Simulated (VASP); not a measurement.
# KBr in VASP: notebook, part 2 of 2

VASP 6.6.1.

**3. Single point, r2SCAN (strain along [111] +2.6%)**

Contents of POSCAR:

```
KBr
1.0
    0.0563583628      3.3586061829      3.3586061829
    3.3586061829      0.0563583628      3.3586061829
    3.3586061829      3.3586061829      0.0563583628
K Br
1 1
Direct
    0.0000000000      0.0000000000      0.0000000000
    0.5000000000      0.5000000000      0.5000000000
```

Contents of INCAR.step1:

```
PREC = Accurate ; ENCUT = 520
ISMEAR = 0 ; SIGMA = 0.01
LREAL = False ; LASPH = True
NELM = 60 ; NBANDS = 15
GGA = PE ; ALGO = Normal
EDIFF = 1E-4 ; LWAVE = True
LCHARG = False
```

Contents of INCAR.step2:

```
PREC = Accurate ; ENCUT = 520
EDIFF = 1E-7 ; ISMEAR = 0
SIGMA = 0.01 ; LREAL = False
LASPH = True ; NELM = 60
ALGO = Normal ; ISIF = 2
LWAVE = False ; LCHARG = False
METAGGA = R2SCAN ; LMIXTAU = True
NBANDS = 15 ; ISTART = 1
```

Contents of KPOINTS:

```
regular mesh
0
Gamma
  6 6 6
```

Potentials or basis: VASP PAW PBE potentials, release 64 (K_sv, Br).

Launch:

```
$ cat potpaw_PBE.64/K_sv/POTCAR potpaw_PBE.64/Br/POTCAR > POTCAR
$ cp INCAR.step1 INCAR
$ mpirun -np 1 vasp_std > vasp.out
$ cp INCAR.step2 INCAR
$ mpirun -np 1 vasp_std > vasp.out
```

OUTCAR:

```text
PREC = Accurate
   ENCUT = 520
   EDIFF = 1E-7
   ISMEAR = 0
   LREAL = False
   LASPH = True
   NELM = 60
   ISIF = 2
   METAGGA = R2SCAN
   ISTART = 1

 ion  position               nearest neighbor table
   1  0.000  0.000  0.000-
   2  0.500  0.500  0.500-

  LATTYP: Found a trigonal (rhomboedric) cell.
 ALAT       =     4.7501207615
 COS(alpha) =     0.5167075365

  Lattice vectors:

 A1 = (   0.0563583628,   3.3586061829,   3.3586061829)
 A2 = (   3.3586061829,   0.0563583628,   3.3586061829)
 A3 = (   3.3586061829,   3.3586061829,   0.0563583628)

Analysis of symmetry for initial positions (statically):
=====================================================================
 Subroutine PRICEL returns:
 Original cell was already a primitive cell.

 Routine SETGRP: Setting up the symmetry group for a
 trigonal (rhombohedral) supercell.

 Subroutine GETGRP returns: Found 12 space group operations
 (whereof 12 operations were pure point group operations)
 out of a pool of 12 trial point group operations.

The static configuration has the point symmetry D_3d.

Analysis of symmetry for dynamics (positions and initial velocities):
=====================================================================
 Subroutine PRICEL returns:
 Original cell was already a primitive cell.

 Routine SETGRP: Setting up the symmetry group for a
 trigonal (rhombohedral) supercell.

 Subroutine GETGRP returns: Found 12 space group operations
 (whereof 12 operations were pure point group operations)
 out of a pool of 12 trial point group operations.

The dynamic configuration has the point symmetry D_3d.

 Subroutine INISYM returns: Found 12 space group operations
 (whereof 12 operations are pure point group operations),
 and found     1 'primitive' translations

----------------------------------------------------------------------------------------

                                     Primitive cell
[... 119 lines left out ...]
   IVDW    =     0    specifies the selected vdW correction
   LEPSILON=     F    determine dielectric tensor
   LRPA    =     F    only Hartree local field effects (RPA)
 non-spin polarized calculation
 Gauss-broadening in eV      SIGMA  =   0.01
  energy-cutoff  :      520.00
  volume of cell :       73.86
 maximum number of plane-waves:      2003
   NGX = 17   NGY = 17   NGZ = 17

 number of electron      15.9999998 magnetization

 Free energy of the ion-electron system (eV)
  ---------------------------------------------------
  ext. energy  EPLUGINS =         0.00000000
  ---------------------------------------------------
  free energy    TOTEN  =       -23.24592413 eV

  energy without entropy =      -23.24592413  energy(sigma->0) =      -23.24592413

 E-fermi :  -2.1597     XC(G=0):  -7.6312

 val. band max:       -2.2327642417   @ k =   0.0000   0.0000   0.0000
 cond. band min:       2.7473764755   @ k =   0.0000   0.0000   0.0000
 fundamental gap:      4.9801407172
 Fermi energy:        -2.1597481504

 k-point     1 :       0.0000    0.0000    0.0000
  band No.  band energies     occupation
      1     -31.1980      2.00000
      2     -14.9474      2.00000
      3     -13.9027      2.00000
      4     -13.9027      2.00000
      5     -13.8989      2.00000
      6      -2.2901      2.00000
      7      -2.2328      2.00000
      8      -2.2328      2.00000
      9       2.7474      0.00000
     10       5.8464      0.00000
     11       6.0469      0.00000
     12       6.0469      0.00000
     13       6.9448      0.00000
     14       6.9448      0.00000
[... 401 lines left out ...]
      2     -14.9206      2.00000
      3     -13.9690      2.00000
      4     -13.9436      2.00000
      5     -13.8400      2.00000
      6      -2.9421      2.00000
      7      -2.7114      2.00000
      8      -2.6743      2.00000
      9       4.8604      0.00000
     10       6.4047      0.00000
     11       6.5506      0.00000
     12       7.7389      0.00000
     13       8.5253      0.00000
     14       9.2475      0.00000
     15       9.7263      0.00000

 [... further k-points ...]

------------------------ aborting loop because EDIFF is reached ----------------------------------------

  FORCE on cell =-STRESS in cart. coord.  units (eV):
  Direction    XX          YY          ZZ          XY          YZ          ZX
  --------------------------------------------------------------------------------------
  -------------------------------------------------------------------------------------
  Total       -0.1656501     -0.1656501     -0.1656501     -0.0441321     -0.0441321     -0.0441321
  in kB       -3.5930673     -3.5930673     -3.5930673     -0.9572566     -0.9572566     -0.9572566
  external PRESSURE =      -3.5930673 kB  Pullay stress =       0.0000000 kB

 VOLUME and BASIS-vectors are now :
 -----------------------------------------------------------------------------
  energy-cutoff  :      520.00
  volume of cell :       73.86
      direct lattice vectors                 reciprocal lattice vectors
     0.056358363  3.358606183  3.358606183    -0.152671814  0.150152218  0.150152218
     3.358606183  0.056358363  3.358606183     0.150152218 -0.152671814  0.150152218
     3.358606183  3.358606183  0.056358363     0.150152218  0.150152218 -0.152671814

 POSITION                                       TOTAL-FORCE (eV/Angst)
 -----------------------------------------------------------------------------------
      0.00000      0.00000      0.00000        -0.000000      0.000000      0.000000
      3.38679      3.38679      3.38679         0.000000     -0.000000     -0.000000
 -----------------------------------------------------------------------------------
    total drift:                                0.000000      0.000000      0.000000

  FREE ENERGIE OF THE ION-ELECTRON SYSTEM (eV)
  ---------------------------------------------------
  free  energy   TOTEN  =       -23.2459241252 eV

  energy  without entropy=      -23.2459241252  energy(sigma->0) =      -23.24592413
```

OUTCAR.step1:

```text
PREC = Accurate
   ENCUT = 520
   ISMEAR = 0
   LREAL = False
   LASPH = True
[... 654 lines left out ...]
      0.00000      0.00000      0.00000        -0.000000      0.000000      0.000000
      3.38679      3.38679      3.38679         0.000000     -0.000000     -0.000000
 -----------------------------------------------------------------------------------
    total drift:                                0.000000      0.000000      0.000000

  FREE ENERGIE OF THE ION-ELECTRON SYSTEM (eV)
  ---------------------------------------------------
  free  energy   TOTEN  =        -6.2208235861 eV

  energy  without entropy=       -6.2208235861  energy(sigma->0) =       -6.22082359
```

Wall time 85 s (1 thread of Intel Xeon Platinum 8488C (Sapphire Rapids), shared host); peak memory 0.23 GiB.

What came out:

```yaml
Free_energy: -23.2459 eV
Pressure: -0.4 GPa
Band_gap_on_the_k_mesh: 4.98 eV
```

Stress tensor (GPa, compression positive):
```
-0.36 -0.10 -0.10
-0.10 -0.36 -0.10
-0.10 -0.10 -0.36
```

Levels at points of the mesh, in eV from the valence-band top:
```tsv
k point	band 6	band 7	band 8	band 9	band 10	band 11
(0.00, 0.00, 0.00)	-0.06	0.00	0.00	4.98	8.08	8.28
(0.50, 0.00, 0.00)	-1.13	-0.36	-0.31	7.05	8.77	10.38
(0.50, 0.50, 0.00)	-0.81	-0.32	-0.27	6.37	7.91	9.96
(0.50, 0.50, 0.50)	-1.14	-0.29	-0.29	7.07	8.66	10.39
```

Caveat: the cell differs from its parent crystal (strain along [111] +2.6%); the PAW data sets were made with another functional, which shifts forces and pressure a little.

**4. Single point, r2SCAN (shear xy strain +1.8%)**

Contents of POSCAR:

```
KBr
1.0
    0.0295551180      3.3022478201      3.3022478201
    3.3022478201      0.0295551180      3.3022478201
    3.3318029381      3.3318029381      0.0000000000
K Br
1 1
Direct
    0.0000000000      0.0000000000      0.0000000000
    0.5000000000      0.5000000000      0.5000000000
```

Contents of INCAR.step1:

```
SYSTEM = KBr
ALGO     = Normal         ! electronic algorithm
EDIFF    = 1E-4           ! SCF threshold, eV
ENCUT    = 520            ! plane-wave cutoff, eV
GGA      = PE             ! functional
ISMEAR   = 0              ! smearing method
LASPH    = .TRUE.         ! aspherical terms in the spheres
LCHARG   = .FALSE.        ! write CHGCAR
LREAL    = .FALSE.        ! projectors in reciprocal space
LWAVE    = .TRUE.         ! write WAVECAR
NBANDS   = 15             ! bands
NELM     = 100            ! most SCF steps
PREC     = Accurate       ! precision mode
SIGMA    = 0.01           ! smearing width, eV
```

Contents of INCAR.step2:

```
SYSTEM = KBr
ALGO     = Normal         ! electronic algorithm
EDIFF    = 1E-6           ! SCF threshold, eV
ENCUT    = 520            ! plane-wave cutoff, eV
ISIF     = 2              ! what is computed and relaxed
ISMEAR   = 0              ! smearing method
ISTART   = 1            
LASPH    = .TRUE.         ! aspherical terms in the spheres
LCHARG   = .FALSE.        ! write CHGCAR
LMIXTAU  = .TRUE.       
LREAL    = .FALSE.        ! projectors in reciprocal space
LWAVE    = .FALSE.        ! write WAVECAR
METAGGA  = R2SCAN         ! meta-GGA
NBANDS   = 15             ! bands
NELM     = 100            ! most SCF steps
PREC     = Accurate       ! precision mode
SIGMA    = 0.01           ! smearing width, eV
```

Contents of KPOINTS:

```
k-points
0
G
  6 6 6
  0 0 0
```

Launch:

```
$ cat potpaw_PBE.64/K_sv/POTCAR potpaw_PBE.64/Br/POTCAR > POTCAR
$ cp INCAR.step1 INCAR
$ mpirun -np 1 vasp_std > vasp.out
$ cp INCAR.step2 INCAR
$ mpirun -np 1 vasp_std > vasp.out
```

Run time: 93 s. Hardware: 1 thread of Intel Xeon Platinum 8488C (Sapphire Rapids), shared host; peak memory 0.24 GiB.

Results (log left out):

| Quantity | Value |
| --- | --- |
| Free energy | -23.2483 eV |
| Pressure | 0.0 GPa |
| Band gap on the k mesh | 5.05 eV |

Stress tensor (GPa, compression positive):
```
 0.04 -0.09  0.00
-0.09  0.04  0.00
 0.00  0.00  0.04
```

Levels at points of the mesh, in eV from the valence-band top:
| k point | band 6 | band 7 | band 8 | band 9 | band 10 | band 11 |
| --- | --- | --- | --- | --- | --- | --- |
| (0.00, 0.00, 0.00) | -0.04 | -0.02 | 0.00 | 5.05 | 8.14 | 8.21 |
| (0.50, 0.00, 0.00) | -1.18 | -0.37 | -0.35 | 7.10 | 8.87 | 10.48 |
| (0.50, 0.50, 0.00) | -0.84 | -0.34 | -0.28 | 6.34 | 8.00 | 10.10 |
| (0.00, 0.00, 0.50) | -1.19 | -0.35 | -0.32 | 7.11 | 8.81 | 10.44 |
| (0.50, 0.00, 0.50) | -0.84 | -0.31 | -0.31 | 6.34 | 8.00 | 10.10 |

Caveat: the cell differs from its parent crystal (shear xy strain +1.8%); the PAW data sets were made with another functional, which shifts forces and pressure a little.

**5. The runs side by side**

| cell | gap on the mesh (eV) | pressure (GPa) |
| --- | --- | --- |
| a = 4.670, b = 4.777, c = 4.777 Å, angles 58.5, 60.7, 60.7°, 2 atoms | 4.94 | -0.5 |
| a = 4.750 Å, angles 58.9°, 2 atoms | 4.98 | -0.4 |
| a = 4.670, b = 4.670, c = 4.712 Å, angles 59.7, 59.7, 59.4°, 2 atoms | 5.05 | 0.0 |

Alike in all rows: task single point; level r2SCAN; potentials or basis VASP PAW PBE potentials, release 64 (K_sv, Br); no spin polarisation; k mesh 6 × 6 × 6; cutoff (eV) 520; smearing gaussian 0.01 eV.

Caveats: the PAW data sets were made with another functional, which shifts forces and pressure a little.

Absolute energies hang on the potentials; compare differences alone.
